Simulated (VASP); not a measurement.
Here is a VASP 6.6.1 calculation.

Contents of INCAR:

```
ALGO = Normal
EDIFF = 1E-8
ENCUT = 520
ISIF = 2
ISMEAR = -1
LASPH = T
LCHARG = F
LEFG = T
LREAL = F
LWAVE = F
NBANDS = 11
NELM = 100
PREC = Accurate
SIGMA = 0.05
```

KPOINTS

```
k-points
0
Gamma
  16 16 16
```

File POSCAR:

```
Si
1.0
   -2.2879081992      2.4073347711      1.2959053549
    2.2879081992     -2.4073347711      1.2959053549
    2.2879081992      2.4073347711     -1.2959053549
Si
2
Direct
    0.8070000000      0.5570000000      0.2500000000
    0.1930000000      0.4430000000      0.7500000000
```

Potentials or basis: VASP PAW LDA potentials, release 64 (Si).

The run is started by

```bash
$ cat potpaw_LDA.64/Si/POTCAR > POTCAR
$ mpirun -np 1 vasp_std > vasp.out
```

Q: Estimate the band gap on the k mesh.

A: Zero (bands 4 and 5 overlap by 7.06 eV).

Q: Estimate the pressure.

A: 3.7 GPa.

Q: Estimate the largest force.

A: 0.055 eV/Å.

Electric field gradients, principal values (V/Å²):
| atom | least | middle | greatest (by size) |
| --- | --- | --- | --- |
| 1 Si | 9.351 | 15.957 | -25.308 |
| 2 Si | 9.351 | 15.957 | -25.308 |

Caveat: the cell stands under pressure; without QUAD_EFG the Cq values of the log hold for a quadrupole moment of 1 mb, not for the nuclei.
